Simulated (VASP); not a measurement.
# Pt (Fm-3m) in VASP: notebook, part 2 of 2

VASP 6.6.1. Earlier steps stand in the parts before.

## 4. Single point, r2SCAN

This run uses another cell than the first one, of 15.18 Å³/atom.

Input file POSCAR:

```
Pt
1.0
    0.0000000000      1.9654001111      1.9654001111
    1.9654001111      0.0000000000      1.9654001111
    1.9654001111      1.9654001111      0.0000000000
Pt
1
Direct
    0.0000000000      0.0000000000      0.0000000000
```

Input file INCAR.step1:

```
SYSTEM = Pt
PREC = Accurate ; ENCUT = 520
ISMEAR = -1 ; SIGMA = 0.05
LREAL = .FALSE. ; LASPH = .TRUE.
NELM = 100 ; NBANDS = 11
GGA = PE ; ALGO = Normal
EDIFF = 1E-4 ; LWAVE = .TRUE.
LCHARG = .FALSE.
```

Input file INCAR.step2:

```
SYSTEM = Pt
PREC = Accurate ; ENCUT = 520
EDIFF = 1E-6 ; ISMEAR = -1
SIGMA = 0.05 ; LREAL = .FALSE.
LASPH = .TRUE. ; NELM = 100
ALGO = Normal ; ISIF = 2
LWAVE = .FALSE. ; LCHARG = .FALSE.
METAGGA = R2SCAN ; LMIXTAU = .TRUE.
NBANDS = 11 ; ISTART = 1
```

Input file KPOINTS:

```
Automatic mesh
0
G
  24 24 24
  0 0 0
```

Potentials or basis: VASP PAW PBE potentials, release 64 (Pt).

On the command line:

```
$ cat potpaw_PBE.64/Pt/POTCAR > POTCAR
$ cp INCAR.step1 INCAR
$ mpirun -np 1 vasp_std > vasp.out
$ cp INCAR.step2 INCAR
$ mpirun -np 1 vasp_std > vasp.out
```

OUTCAR:

```text
SYSTEM = Pt
   PREC = Accurate
   ENCUT = 520
   EDIFF = 1E-6
   ISMEAR = -1
   LREAL = .FALSE.
   LASPH = .TRUE.
   NELM = 100
   ISIF = 2
   METAGGA = R2SCAN
   ISTART = 1

 ion  position               nearest neighbor table
   1  0.000  0.000  0.000-

  LATTYP: Found a face centered cubic cell.
 ALAT       =     3.9308002222

  Lattice vectors:

 A1 = (   0.0000000000,   1.9654001111,   1.9654001111)
 A2 = (   1.9654001111,   0.0000000000,   1.9654001111)
 A3 = (   1.9654001111,   1.9654001111,   0.0000000000)

Analysis of symmetry for initial positions (statically):
=====================================================================
 Subroutine PRICEL returns:
 Original cell was already a primitive cell.

 Routine SETGRP: Setting up the symmetry group for a
 face centered cubic supercell.

 Subroutine GETGRP returns: Found 48 space group operations
 (whereof 48 operations were pure point group operations)
 out of a pool of 48 trial point group operations.

The static configuration has the point symmetry O_h .

Analysis of symmetry for dynamics (positions and initial velocities):
=====================================================================
 Subroutine PRICEL returns:
 Original cell was already a primitive cell.

 Routine SETGRP: Setting up the symmetry group for a
 face centered cubic supercell.

 Subroutine GETGRP returns: Found 48 space group operations
 (whereof 48 operations were pure point group operations)
 out of a pool of 48 trial point group operations.

The dynamic configuration has the point symmetry O_h .

 Subroutine INISYM returns: Found 48 space group operations
 (whereof 48 operations are pure point group operations),
 and found     1 'primitive' translations

----------------------------------------------------------------------------------------

                                     Primitive cell

  volume of cell :      15.1839

  direct lattice vectors                    reciprocal lattice vectors
     0.000000000  1.965400111  1.965400111    -0.254401125  0.254401125  0.254401125
     1.965400111  0.000000000  1.965400111     0.254401125 -0.254401125  0.254401125
     1.965400111  1.965400111  0.000000000     0.254401125  0.254401125 -0.254401125

  length of vectors
     2.779495493  2.779495493  2.779495493     0.440635675  0.440635675  0.440635675

  position of ions in fractional coordinates (direct lattice)
     0.000000000  0.000000000  0.000000000

  ion indices of the primitive-cell ions
   primitive index   ion index
                 1           1

----------------------------------------------------------------------------------------

 KPOINTS: Automatic mesh

Automatic generation of k-mesh.
 Grid dimensions read from file:
 generate k-points for:   24   24   24

 Generating k-lattice:

  Cartesian coordinates                     Fractional coordinates (reciprocal lattice)
    -0.010600047  0.010600047  0.010600047     0.041666667  0.000000000  0.000000000
     0.010600047 -0.010600047  0.010600047     0.000000000  0.041666667  0.000000000
     0.010600047  0.010600047 -0.010600047     0.000000000  0.000000000  0.041666667

  Length of vectors
     0.018359820  0.018359820  0.018359820

  Shift w.r.t. Gamma in fractional coordinates (k-lattice)
     0.000000000  0.000000000  0.000000000

 Subroutine IBZKPT returns following result:
 ===========================================

 Found    413 irreducible k-points:

 Following reciprocal coordinates:
            Coordinates               Weight
  0.000000  0.000000  0.000000      1.000000
  0.041667  0.000000  0.000000      8.000000
  0.083333  0.000000  0.000000      8.000000
  0.125000  0.000000  0.000000      8.000000
  0.166667  0.000000  0.000000      8.000000
  0.208333  0.000000  0.000000      8.000000
[... 16 lines left out ...]
  0.416667  0.041667  0.000000     24.000000
  0.458333  0.041667  0.000000     24.000000
 [... further k-points ...]
   k-points           NKPTS =    413   k-points in BZ     NKDIM =    413   number of bands    NBANDS=     11
   number of dos      NEDOS =    301   number of ions     NIONS =      1
   total plane-waves  NPLWV =  13824
   dimension x,y,z NGX =    24 NGY =   24 NGZ =   24
   dimension x,y,z NGXF=    48 NGYF=   48 NGZF=   48
   ions per type =               1
   NGX,Y,Z   is equivalent  to a cutoff of  14.35, 14.35, 14.35 a.u.
   NGXF,Y,Z  is equivalent  to a cutoff of  28.71, 28.71, 28.71 a.u.
 SYSTEM =  Pt
   PREC   = accura    normal or accurate (medium, high low for compatibility)
   ISTART =      1    job   : 0-new  1-cont  2-samecut
   ICHARG =      0    charge: 1-file 2-atom 10-const
   ISPIN  =      1    spin polarized calculation?
   LNONCOLLINEAR =      F non collinear calculations
   LSORBIT =      F    spin-orbit coupling
   LASPH  =      T    aspherical Exc in radial PAW
   ENCUT  =  520.0 eV  38.22 Ry    6.18 a.u.   5.17  5.17  5.17*2*pi/ulx,y,z
   NELM   =    100;   NELMIN=  2; NELMDL=  0     # of ELM steps
   EDIFF  = 0.1E-05   stopping-criterion for ELM
   LREAL  =      F    real-space projection
[... 7 lines left out ...]
   TEBEG  =    0.0;   TEEND  =   0.0 temperature during run
   PSTRESS=    0.0 pullay stress
   NELECT =      10.0000    total number of electrons
   NUPDOWN=      -1.0000    fix difference up-down
   EMIN   =  10.00;   EMAX   =-10.00  energy-range for DOS
   EFERMI =   0.00;   METHOD = LEGACY
   ISMEAR =    -1;   SIGMA  =   0.05  broadening in eV -4-tet -1-fermi 0-gaus
   EFERMI_NEDOS =   21; number of points for ismear=-14 and -15
   IALGO  =     38    algorithm
   IMIX   =      4    mixing-type and parameters
     AMIX     =   0.40;   BMIX     =  1.00
     AMIX_MAG =   1.60;   BMIX_MAG =  1.00
  volume/ion in A,a.u.               =      15.18       102.47
  Fermi-wavevector in a.u.,A,eV,Ry     =   1.424341  2.691613 27.602767  2.028746
  Thomas-Fermi vector in A             =   2.544842
   LORBIT       =      0    0 simple, 1 ext, 2 COOP (PROOUT), +10 PAW based schemes
   METAGGA = R2SCAN    functional components
   LHFCALC =     F    Hartree Fock is set to
   AEXX    =    0.0000 exact exchange contribution
   IVDW    =     0    specifies the selected vdW correction
   LEPSILON=     F    determine dielectric tensor
   LRPA    =     F    only Hartree local field effects (RPA)
 non-spin polarized calculation
  energy-cutoff  :      520.00
  volume of cell :       15.18
 maximum number of plane-waves:       424
 NGX is ok and might be reduce to    24
   NGX = 11   NGY = 11   NGZ = 11

 number of electron      10.0000000 magnetization

 Free energy of the ion-electron system (eV)
  ---------------------------------------------------
  ext. energy  EPLUGINS =         0.00000000
  ---------------------------------------------------
  free energy    TOTEN  =       -51.50686478 eV

  energy without entropy =      -51.49117489  energy(sigma->0) =      -51.49901983

 E-fermi :  10.8716     XC(G=0): -14.5875

 val. band max:       10.8673658969   @ k =   0.4167   0.2083   0.0000
 cond. band min:      10.8756639934   @ k =   0.5000   0.1667   0.0417
 fundamental gap:      0.0082980965
 Fermi energy:        10.8716384101

 k-point     1 :       0.0000    0.0000    0.0000
  band No.  band energies     occupation
      1       0.4674      2.00000
      2       7.0107      2.00000
      3       7.0107      2.00000
      4       7.0107      2.00000
      5       9.1512      2.00000
      6       9.1512      2.00000
      7      26.3861      0.00000
      8      31.5180      0.00000
      9      31.5180      0.00000
     10      31.5180      0.00000
     11      37.3682      0.00000

 k-point     2 :       0.0417    0.0000    0.0000
  band No.  band energies     occupation
      1       0.5402      2.00000
      2       6.9779      2.00000
      3       7.0399      2.00000
      4       7.0399      2.00000
      5       9.1348      2.00000
      6       9.1348      2.00000
      7      26.4985      0.00000
      8      31.1216      0.00000
      9      31.6276      0.00000
     10      31.6276      0.00000
     11      37.8050      0.00000
[... 295 lines left out ...]
 k-point    24 :       0.4583    0.0417    0.0000
  band No.  band energies     occupation
      1       3.4427      2.00000
      2       6.8945      2.00000
      3       7.0035      2.00000
      4       9.5326      2.00000
      5      10.8659      1.05768
      6      11.2159      0.00204
      7      17.7802      0.00000
      8      26.2689      0.00000
      9      30.7924      0.00000
     10      31.0967      0.00000
     11      39.7668      0.00000

 [... further k-points ...]

------------------------ aborting loop because EDIFF is reached ----------------------------------------

  FORCE on cell =-STRESS in cart. coord.  units (eV):
  Direction    XX          YY          ZZ          XY          YZ          ZX
  --------------------------------------------------------------------------------------
  -------------------------------------------------------------------------------------
  Total        0.2595552      0.2595552      0.2595552      0.0000000      0.0000000      0.0000000
  in kB       27.3878178     27.3878178     27.3878178      0.0000000      0.0000000      0.0000000
  external PRESSURE =      27.3878178 kB  Pullay stress =       0.0000000 kB

 VOLUME and BASIS-vectors are now :
 -----------------------------------------------------------------------------
  energy-cutoff  :      520.00
  volume of cell :       15.18
      direct lattice vectors                 reciprocal lattice vectors
     0.000000000  1.965400111  1.965400111    -0.254401125  0.254401125  0.254401125
     1.965400111  0.000000000  1.965400111     0.254401125 -0.254401125  0.254401125
     1.965400111  1.965400111  0.000000000     0.254401125  0.254401125 -0.254401125

 POSITION                                       TOTAL-FORCE (eV/Angst)
 -----------------------------------------------------------------------------------
      0.00000      0.00000      0.00000        -0.000000      0.000000      0.000000
 -----------------------------------------------------------------------------------
    total drift:                               -0.000000      0.000000     -0.000000

  FREE ENERGIE OF THE ION-ELECTRON SYSTEM (eV)
  ---------------------------------------------------
  free  energy   TOTEN  =       -51.5068647812 eV

  energy  without entropy=      -51.4911748881  energy(sigma->0) =      -51.49901983
```

OUTCAR.step1:

```text
SYSTEM = Pt
   PREC = Accurate
   ENCUT = 520
   ISMEAR = -1
   LREAL = .FALSE.
   LASPH = .TRUE.
[... 553 lines left out ...]
 -----------------------------------------------------------------------------------
      0.00000      0.00000      0.00000         0.000000      0.000000      0.000000
 -----------------------------------------------------------------------------------
    total drift:                               -0.000000      0.000000     -0.000000

  FREE ENERGIE OF THE ION-ELECTRON SYSTEM (eV)
  ---------------------------------------------------
  free  energy   TOTEN  =        -6.0959830847 eV

  energy  without entropy=       -6.0795037866  energy(sigma->0) =       -6.08774344
```

Run time: 73 s. Hardware: 1 thread of Intel Xeon 6975P-C (Granite Rapids), shared host; peak memory 0.2 GiB.

What came out:

- Free energy: -51.5069 eV
- Pressure: 2.7 GPa
- Band gap on the k mesh: zero (bands 5 and 6 overlap by 2.35 eV)

Levels at points of the mesh, in eV from the Fermi level:
| k point | band 1 | band 2 | band 3 | band 4 | band 5 | band 6 | band 7 | band 8 | band 9 | band 10 |
| --- | --- | --- | --- | --- | --- | --- | --- | --- | --- | --- |
| (0.00, 0.00, 0.00) | -10.40 | -3.86 | -3.86 | -3.86 | -1.72 | -1.72 | 15.51 | 20.65 | 20.65 | 20.65 |
| (0.50, 0.00, 0.00) | -7.49 | -3.96 | -3.96 | -0.26 | 0.04 | 0.04 | 6.12 | 15.16 | 19.92 | 19.92 |
| (0.50, 0.50, 0.00) | -7.21 | -6.78 | -0.05 | 0.53 | 0.53 | 1.97 | 9.28 | 12.02 | 12.02 | 21.22 |

Caveat: the PAW data sets were made with another functional, which shifts forces and pressure a little; spin-orbit coupling is left out, which moves the levels of the heavy elements.

## 5. The runs side by side

| cell | gap on the mesh (eV) | pressure (GPa) |
| --- | --- | --- |
| a = 2.764 Å, angles 60.0°, 1 atom | none | 7.9 |
| a = 2.773 Å, angles 60.0°, 1 atom | none | 4.8 |
| a = 2.779 Å, angles 60.0°, 1 atom | none | 2.7 |

Alike in all rows: task single point; level r2SCAN; potentials or basis VASP PAW PBE potentials, release 64 (Pt); no spin polarisation; k mesh 24 × 24 × 24; cutoff (eV) 520; smearing fermi-dirac 0.05 eV.

Caveats: the PAW data sets were made with another functional, which shifts forces and pressure a little; spin-orbit coupling is left out, which moves the levels of the heavy elements; the cell stands under pressure (at least some runs).

Total energies depend on the potentials used, so only differences within one code and one set of settings carry meaning.
